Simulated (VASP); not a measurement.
# Hf9S17 (a cell with a defect) in VASP: notebook

The runs below take Hf9S17 (a cell with a defect) through single point, with PBE+D3(BJ).

Program: VASP 6.6.1. These are calculated values, not measurements. Logs are shortened: lines on timing, memory, paths and dates and some standing lists are left out, and cuts for length are marked.

## 1. The cell of the first run

The cell holds a defect, 26 atoms: a = 8.503 Å, b = 8.503 Å, c = 8.503 Å, α = 79.00°, β = 79.00°, γ = 79.00°.

## 2. Single point, PBE+D3(BJ), collinear spin

INCAR reads:

```
  PREC = Accurate
  ENCUT = 400
  EDIFF = 1E-6
  ISMEAR = 0
  SIGMA = 0.01
  LREAL = False
  LASPH = True
  NELM = 200
  ALGO = Normal
  ISIF = 2
  LWAVE = False
  LCHARG = False
  ISPIN = 2
  MAGMOM = 0 0 0 0 1 0 0 1 1 0 0 0 0 0 0 0 0 0 0 0 0 0 0 0 0 0
  LORBIT = 11
  LMAXMIX = 4
  GGA = PE
  IVDW = 12
  NBANDS = 119
  NELECT = 190.0
  GGA_COMPAT = False
  KPAR = 2
  NCORE = 2
```

KPOINTS reads:

```
Automatic mesh
0
Gamma
  2 2 2
  0.5 0.5 0.5
```

POSCAR reads:

```
Hf9S17
1.0
    0.0000000000      6.2455376441     -5.7703877075
    5.4087942601     -3.1227688221     -5.7703877075
   -5.4087942601     -3.1227688221     -5.7703877075
Hf S
9 17
Direct
    0.3387368208      0.0089505994      0.6731810408
    0.6745025075      0.6731759907      0.6731904372
    0.3318171560      0.3348278113      0.3348119333
    0.0003657081      0.3348368003      0.6663032694
    0.6437124052     -0.0218186579      0.3480094589
    0.3387434372      0.6732139514      1.0089556189
    0.0003701156      0.6663264952      0.3348176936
    0.6436771022      0.3479787910      0.9781454204
    0.0135112144     -0.0218677773      0.9781049116
    0.1887699210      0.8714588820      0.1935960790
    0.8591409988      0.5232461792      0.8714308249
    0.5369569478      0.5232496253      0.1936157461
    0.1887754184      0.1936027785      0.8714123463
    0.8591788965      0.8714201152      0.5232593337
    0.5328739603      0.8673346238      0.8673038176
    0.1957155431      0.5301784630      0.5301628008
    0.5369383399      0.1936343145      0.5232555718
    0.1404212405      0.1378703750      0.4749012949
    0.4619620169      0.7963914512      0.4822596938
    0.1404269466      0.4749222472      0.1378372170
    0.8034124336      0.4749108904      0.4748800648
    0.4798933255      0.1382930314      0.1383111451
    0.1478355518      0.7963617402      0.7963573769
    0.8038172025      0.8143683161      0.1383104335
    0.4619192981      0.4822811896      0.7963809309
    0.8038408613      0.1383036879      0.8143101490
```

Potentials or basis: VASP PAW PBE potentials, release 64 (Hf_pv, S).

The run is started by

```console
$ cat potpaw_PBE.64/Hf_pv/POTCAR potpaw_PBE.64/S/POTCAR > POTCAR
$ mpirun -np 4 vasp_std > vasp.out
```

OUTCAR:

```text
PREC = Accurate
   ENCUT = 400
   EDIFF = 1E-6
   ISMEAR = 0
   LREAL = False
   LASPH = True
   NELM = 200
   ISIF = 2
   ISPIN = 2
   LORBIT = 11
   GGA = PE
   IVDW = 12
   NELECT = 190.0
 IVDW          = 12

 ion  position               nearest neighbor table
   1  0.339  0.009  0.673-  17 2.52  13 2.52  15 2.53  18 2.56  19 2.60  23 2.60   5 3.42   9 3.42
                             3 3.59   4 3.59   6 3.63   2 3.63
   2  0.675  0.673  0.673-  11 2.52  14 2.52  15 2.53  21 2.56  19 2.60  25 2.60   8 3.42   5 3.42
                             4 3.59   7 3.59   6 3.63   1 3.63
   3  0.332  0.335  0.335-  18 2.53  20 2.53  16 2.54  12 2.57  17 2.57  22 2.57   4 3.59   7 3.59
                             6 3.59   1 3.59   8 3.63   5 3.63
   4  0.000  0.335  0.666-  18 2.53  21 2.53  16 2.54  13 2.57  11 2.57  26 2.57   3 3.59   7 3.59
                             2 3.59   1 3.59   9 3.63   8 3.63
   5  0.644  0.978  0.348-  19 2.38  24 2.50  22 2.50  17 2.51  14 2.51   1 3.42   2 3.42   7 3.63
                             3 3.63
   6  0.339  0.673  0.009-  12 2.52  10 2.52  15 2.53  20 2.56  23 2.60  25 2.60   9 3.42   8 3.42
                             7 3.59   3 3.59   1 3.63   2 3.63
   7  0.000  0.666  0.335-  21 2.53  20 2.53  16 2.54  14 2.57  10 2.57  24 2.57   3 3.59   4 3.59
                             6 3.59   2 3.59   5 3.63   9 3.63
   8  0.644  0.348  0.978-  25 2.38  22 2.50  26 2.50  11 2.51  12 2.51   2 3.42   6 3.42   3 3.63
                             4 3.63
   9  0.014  0.978  0.978-  23 2.38  26 2.50  24 2.50  13 2.51  10 2.51   1 3.42   6 3.42   4 3.63
[... 4 lines left out ...]
  13  0.189  0.194  0.871-   9 2.51   1 2.52   4 2.57
  14  0.859  0.871  0.523-   5 2.51   2 2.52   7 2.57
  15  0.533  0.867  0.867-   1 2.53   6 2.53   2 2.53
[... 9 lines left out ...]
  25  0.462  0.482  0.796-   8 2.38   2 2.60   6 2.60
  26  0.804  0.138  0.814-   9 2.50   8 2.50   4 2.57

  LATTYP: Found a trigonal (rhomboedric) cell.
 ALAT       =     8.5031826253
 COS(alpha) =     0.1907775803

  Lattice vectors:

 A1 = (   0.0000000000,   6.2455376441,  -5.7703877075)
 A2 = (   5.4087942601,  -3.1227688221,  -5.7703877075)
 A3 = (  -5.4087942601,  -3.1227688221,  -5.7703877075)

Analysis of symmetry for initial positions (statically):
=====================================================================
 Subroutine PRICEL returns:
 Original cell was already a primitive cell.

 Routine SETGRP: Setting up the symmetry group for a
 trigonal (rhombohedral) supercell.

 Subroutine GETGRP returns: Found  1 space group operations
 (whereof  1 operations were pure point group operations)
 out of a pool of 12 trial point group operations.

The static configuration has the point symmetry C_1 .

Analysis of symmetry for dynamics (positions and initial velocities):
=====================================================================
 Subroutine PRICEL returns:
 Original cell was already a primitive cell.

 Routine SETGRP: Setting up the symmetry group for a
 trigonal (rhombohedral) supercell.

 Subroutine GETGRP returns: Found  1 space group operations
 (whereof  1 operations were pure point group operations)
 out of a pool of 12 trial point group operations.

The dynamic configuration has the point symmetry C_1 .

Analysis of structural, dynamic, and magnetic symmetry:
=====================================================================
 Subroutine PRICEL returns:
 Original cell was already a primitive cell.

 Routine SETGRP: Setting up the symmetry group for a
 trigonal (rhombohedral) supercell.

 Subroutine GETGRP returns: Found  1 space group operations
 (whereof  1 operations were pure point group operations)
 out of a pool of 12 trial point group operations.

The overall configuration has the point symmetry C_1 .

 Subroutine INISYM returns: Found  1 space group operations
 (whereof  1 operations are pure point group operations),
 and found     1 'primitive' translations

----------------------------------------------------------------------------------------

                                     Primitive cell

  volume of cell :     584.7854

  direct lattice vectors                    reciprocal lattice vectors
     0.000000000  6.245537644 -5.770387708     0.000000000  0.106742879 -0.057766194
     5.408794260 -3.122768822 -5.770387708     0.092442045 -0.053371439 -0.057766194
    -5.408794260 -3.122768822 -5.770387708    -0.092442045 -0.053371439 -0.057766194

  length of vectors
     8.503182625  8.503182625  8.503182625     0.121371229  0.121371229  0.121371229

  position of ions in fractional coordinates (direct lattice)
     0.338736821  0.008950599  0.673181041
     0.674502508  0.673175991  0.673190437
     0.331817156  0.334827811  0.334811933
     0.000365708  0.334836800  0.666303269
     0.643712405  0.978181342  0.348009459
     0.338743437  0.673213951  0.008955619
[... 18 lines left out ...]
     0.461919298  0.482281190  0.796380931
     0.803840861  0.138303688  0.814310149

[... 59 lines left out ...]
  0.250000 -0.250000  0.250000      2.000000
  0.250000  0.250000 -0.250000      2.000000
   k-points           NKPTS =      4   k-points in BZ     NKDIM =      4   number of bands    NBANDS=    119
   number of dos      NEDOS =    301   number of ions     NIONS =     26
   total plane-waves  NPLWV = 175616
   dimension x,y,z NGX =    56 NGY =   56 NGZ =   56
   dimension x,y,z NGXF=   112 NGYF=  112 NGZF=  112
   ions per type =               9  17
   NGX,Y,Z   is equivalent  to a cutoff of  10.95, 10.95, 10.95 a.u.
   NGXF,Y,Z  is equivalent  to a cutoff of  21.90, 21.90, 21.90 a.u.
 SYSTEM =  unknown system
   PREC   = accura    normal or accurate (medium, high low for compatibility)
   ISTART =      0    job   : 0-new  1-cont  2-samecut
   ICHARG =      2    charge: 1-file 2-atom 10-const
   ISPIN  =      2    spin polarized calculation?
   LNONCOLLINEAR =      F non collinear calculations
   LSORBIT =      F    spin-orbit coupling
   LASPH  =      T    aspherical Exc in radial PAW
   ENCUT  =  400.0 eV  29.40 Ry    5.42 a.u.  13.87 13.87 13.87*2*pi/ulx,y,z
   NELM   =    200;   NELMIN=  2; NELMDL= -5     # of ELM steps
   EDIFF  = 0.1E-05   stopping-criterion for ELM
   LREAL  =      F    real-space projection
   EDIFFG = 0.1E-04   stopping-criterion for IOM
   NSW    =      0    number of steps for IOM
   IBRION =     -1    ionic relax: 0-MD 1-quasi-New 2-CG
   NFREE  =      0    steps in history (QN), initial steepest desc. (CG)
   ISIF   =      2    stress and relaxation
   ISYM   =      2    0-nonsym 1-usesym 2-fastsym
   POTIM  = 0.5000    time-step for ionic-motion
   TEBEG  =    0.0;   TEEND  =   0.0 temperature during run
   PSTRESS=    0.0 pullay stress
   NELECT =     190.0000    total number of electrons
   NUPDOWN=      -1.0000    fix difference up-down
   EMIN   =  10.00;   EMAX   =-10.00  energy-range for DOS
   EFERMI =   0.00;   METHOD = LEGACY
   ISMEAR =     0;   SIGMA  =   0.01  broadening in eV -4-tet -1-fermi 0-gaus
   EFERMI_NEDOS =   21; number of points for ismear=-14 and -15
   IALGO  =     38    algorithm
   IMIX   =      4    mixing-type and parameters
     AMIX     =   0.40;   BMIX     =  1.00
     AMIX_MAG =   1.60;   BMIX_MAG =  1.00
  volume/ion in A,a.u.               =      22.49       151.78
  Fermi-wavevector in a.u.,A,eV,Ry     =   1.125453  2.126797 17.233730  1.266643
  Thomas-Fermi vector in A             =   2.262130
   LORBIT       =     11    0 simple, 1 ext, 2 COOP (PROOUT), +10 PAW based schemes
   GGA     = PE    functional components
   LHFCALC =     F    Hartree Fock is set to
   AEXX    =    0.0000 exact exchange contribution
   IVDW    =    12    specifies the selected vdW correction
   LEPSILON=     F    determine dielectric tensor
   LRPA    =     F    only Hartree local field effects (RPA)
 spin polarized calculation
 Gauss-broadening in eV      SIGMA  =   0.01
  energy-cutoff  :      400.00
  volume of cell :      584.79
 maximum number of plane-waves:     10651
   NGX = 27   NGY = 27   NGZ = 27

 number of electron     190.0000010 magnetization       0.0001131

 number of electron     190.0000010 magnetization      -0.0000418

 Free energy of the ion-electron system (eV)
  ---------------------------------------------------
  ext. energy  EPLUGINS =         0.00000000
  ---------------------------------------------------
  free energy    TOTEN  =      -207.06697128 eV

  energy without entropy =     -207.06697128  energy(sigma->0) =     -207.06697128

 E-fermi :   3.1264     XC(G=0):  -9.5381

 val. band max:        3.0005260303   @ k =   0.2500  -0.2500   0.2500
 cond. band min:       4.3908878675   @ k =   0.2500   0.2500   0.2500
 fundamental gap:      1.3903618372
 Fermi energy:         3.1263652758

 spin component 1

 k-point     1 :       0.2500    0.2500    0.2500
  band No.  band energies     occupation
      1     -27.5459      1.00000
      2     -27.5458      1.00000
      3     -27.5278      1.00000
      4     -27.4911      1.00000
      5     -27.4782      1.00000
      6     -27.4733      1.00000
[... 429 lines left out ...]
    106       5.7649      0.00000
    107       5.9239      0.00000
 Fermi energy:         3.1263652758

 spin component 2

 k-point     1 :       0.2500    0.2500    0.2500
  band No.  band energies     occupation
      1     -27.5459      1.00000
      2     -27.5458      1.00000
      3     -27.5278      1.00000
      4     -27.4911      1.00000
      5     -27.4782      1.00000
      6     -27.4733      1.00000
[... 429 lines left out ...]
    106       5.7649      0.00000
    107       5.9239      0.00000
 [bands above 107 left out]

------------------------ aborting loop because EDIFF is reached ----------------------------------------

 Edisp (eV)   -8.56822

 E8    (eV) :    -3.7146

  FORCE on cell =-STRESS in cart. coord.  units (eV):
  Direction    XX          YY          ZZ          XY          YZ          ZX
  --------------------------------------------------------------------------------------
  -------------------------------------------------------------------------------------
  Total     -15.06990   -15.06977   -22.14383     0.00070    -0.00148     0.00068
  in kB     -41.28805   -41.28770   -60.66899     0.00191    -0.00404     0.00185
  external pressure =      -47.75 kB  Pullay stress =        0.00 kB

 VOLUME and BASIS-vectors are now :
 -----------------------------------------------------------------------------
  energy-cutoff  :      400.00
  volume of cell :      584.79
      direct lattice vectors                 reciprocal lattice vectors
     0.000000000  6.245537644 -5.770387708     0.000000000  0.106742879 -0.057766194
     5.408794260 -3.122768822 -5.770387708     0.092442045 -0.053371439 -0.057766194
    -5.408794260 -3.122768822 -5.770387708    -0.092442045 -0.053371439 -0.057766194

 POSITION                                       TOTAL-FORCE (eV/Angst)
 -----------------------------------------------------------------------------------
     -3.59269     -0.01455     -5.89081         0.140392     -0.081580     -0.092196
     -0.00008      0.00824    -11.66120         0.001205      0.162145     -0.092745
      0.00009     -0.01875     -5.77879         0.000378      0.051664      0.081965
     -1.79283     -3.12404     -5.77908        -0.044164     -0.025413      0.082217
      3.40847     -0.12106    -11.36711         0.070841      0.041825      0.101021
      3.59284     -0.01462     -5.89106        -0.140829     -0.081439     -0.092394
[... 18 lines left out ...]
     -1.69890     -1.10803    -10.04383         0.030690     -0.018122     -0.101044
     -3.65638      2.04563    -10.13542         0.004262      0.001356     -0.134731
 -----------------------------------------------------------------------------------
    total drift:                               -0.000018     -0.000909     -0.000489

  FREE ENERGIE OF THE ION-ELECTRON SYSTEM (eV)
  ---------------------------------------------------
  free  energy   TOTEN  =      -215.6351886530 eV

  energy  without entropy=     -215.6351886530  energy(sigma->0) =     -215.63518865

 total charge

# of ion       s       p       d       tot
------------------------------------------
    1        0.305   6.515   1.410   8.231
    2        0.305   6.515   1.410   8.231
    3        0.305   6.513   1.398   8.216
    4        0.305   6.513   1.398   8.216
    5        0.328   6.489   1.502   8.319
    6        0.305   6.515   1.410   8.231
[... 18 lines left out ...]
   25        1.350   2.399   0.000   3.749
   26        1.342   2.417   0.000   3.758
--------------------------------------------------
tot         25.664  99.489  12.930 138.083

 magnetization (x)

# of ion       s       p       d       tot
------------------------------------------
    1       -0.000   0.000  -0.000  -0.000
    2       -0.000   0.000  -0.000  -0.000
    3       -0.000   0.000  -0.000  -0.000
    4       -0.000   0.000  -0.000  -0.000
    5        0.000   0.000  -0.000   0.000
    6       -0.000   0.000  -0.000  -0.000
[... 18 lines left out ...]
   25       -0.000  -0.000   0.000  -0.000
   26        0.000   0.000   0.000   0.000
--------------------------------------------------
tot         -0.000   0.000  -0.000  -0.000
```

Run time: 2.6 min. Hardware: 4 MPI ranks of Intel Xeon Platinum 8375C at 2.90GHz (Ice Lake), shared host; peak memory 0.44 GiB.

What came out:

| Quantity | Value |
| --- | --- |
| Free energy | -215.6352 eV |
| Largest force | 0.214 eV/Å |
| Net moment | 0.00 μB per cell |
| Valence electrons inside the program's atomic spheres | Hf 8.23, 8.22, 8.32 (each value once); S 3.75, 3.76 (each value once) |
| Dispersion energy per atom | -0.330 eV |

Forces in eV/Å, atoms in the order of the input:
```
Hf   0.140 -0.082 -0.092
Hf   0.001  0.162 -0.093
Hf   0.000  0.052  0.082
Hf  -0.044 -0.025  0.082
Hf   0.071  0.042  0.101
Hf  -0.141 -0.081 -0.092
Hf   0.044 -0.026  0.082
Hf  -0.071  0.041  0.100
Hf  -0.001 -0.082  0.100
S    0.020  0.084  0.099
S    0.061 -0.058  0.098
S    0.082 -0.024  0.099
S   -0.020  0.083  0.098
S   -0.062 -0.059  0.099
S    0.000 -0.001  0.214
S    0.000  0.000  0.088
S   -0.081 -0.024  0.098
S   -0.026  0.016 -0.152
S   -0.031 -0.019 -0.100
S    0.026  0.015 -0.153
S    0.000 -0.031 -0.152
S    0.000 -0.005 -0.134
S    0.000  0.035 -0.101
S   -0.004  0.003 -0.135
S    0.031 -0.018 -0.101
S    0.004  0.001 -0.135
```

Caveat: the cell carries a net charge on a neutralising background, which shifts energy and pressure; the cell is charged against a uniform background, so pressure and absolute levels hang on convention; spin-orbit coupling is left out, which moves the levels of the heavy elements.

## 3. Single point, PBE+D3(BJ), collinear spin (atoms taken out, then relaxed in part)

INCAR reads:

```
SYSTEM = Hf9S17
PREC = Accurate ; ENCUT = 400
EDIFF = 1E-6 ; ISMEAR = 0
SIGMA = 0.01 ; LREAL = .False.
LASPH = .True. ; NELM = 200
ALGO = Normal ; ISIF = 2
LWAVE = .False. ; LCHARG = .False.
ISPIN = 2 ; MAGMOM = 0 0 0 0 0.333 0 0 0.333 0.333 0 0 0 0 0 0 0 0 0 0 0 0 0 0 0 0 0
LORBIT = 11 ; LMAXMIX = 4
GGA = PE ; IVDW = 12
NELECT = 191.0 ; NBANDS = 119
GGA_COMPAT = .False. ; KPAR = 2
NCORE = 2
```

KPOINTS is that of step 2.

POSCAR is that of step 2.

Potentials or basis: VASP PAW PBE potentials, release 64 (Hf_pv, S).

The run is started by

```console
$ cat potpaw_PBE.64/Hf_pv/POTCAR potpaw_PBE.64/S/POTCAR > POTCAR
$ mpirun -np 4 vasp_std > vasp.out
```

Run time: 3 min. Hardware: 4 MPI ranks of AMD EPYC 7R43 (Zen 3), shared host; peak memory 0.4 GiB.

It converged, with:

```yaml
Free_energy: -211.2225 eV
Largest_force: 0.074 eV/Å
Net_moment: 1.00 μB per cell
Site_moments: Hf +0.08, +0.05, +0.06 (each value once); S -0.00, +0.01, +0.00 (each value once) μB
Valence_electrons_inside_the_program's_atomic_spheres: Hf 8.27, 8.25, 8.35 (each value once); S 3.76, 3.77 (each value once)
Dispersion_energy_per_atom: -0.330 eV
```

Forces on the atoms (eV/Å):
```
Hf  -0.004  0.002  0.005
Hf   0.001 -0.004  0.004
Hf   0.000  0.003 -0.002
Hf  -0.002 -0.001 -0.002
Hf  -0.036 -0.020  0.015
Hf   0.003  0.002  0.005
Hf   0.002 -0.001 -0.001
Hf   0.036 -0.020  0.014
Hf  -0.001  0.041  0.013
S   -0.003  0.007  0.063
S    0.006  0.001  0.062
S    0.003 -0.005  0.063
S    0.003  0.006  0.062
S   -0.007 -0.001  0.062
S    0.000 -0.001  0.066
S    0.000  0.000  0.070
S   -0.003 -0.005  0.062
S    0.005 -0.002 -0.061
S    0.014  0.007 -0.071
S   -0.005 -0.003 -0.062
S    0.000  0.005 -0.061
S    0.000 -0.012 -0.054
S    0.000 -0.016 -0.072
S   -0.010  0.007 -0.054
S   -0.014  0.007 -0.071
S    0.010  0.005 -0.054
```

Levels at points of the mesh, in eV from the Fermi level:
Spin up:
| k point | band 92 | band 93 | band 94 | band 95 | band 96 | band 97 | band 98 | band 99 | band 100 | band 101 |
| --- | --- | --- | --- | --- | --- | --- | --- | --- | --- | --- |
| (0.25, 0.25, 0.25) | -1.98 | -1.98 | -1.55 | -1.55 | -0.09 | 0.06 | 0.06 | 0.28 | 0.28 | 0.36 |
Spin down:
```tsv
k point	band 93	band 94	band 95	band 96	band 97	band 98
(0.25, 0.25, 0.25)	-1.97	-1.54	-1.54	0.02	0.13	0.13
```

Caveat: the cell carries a net charge on a neutralising background, which shifts energy and pressure; the cell differs from its parent crystal (atoms taken out, then relaxed in part); the cell is charged against a uniform background, so pressure and absolute levels hang on convention; spin-orbit coupling is left out, which moves the levels of the heavy elements.
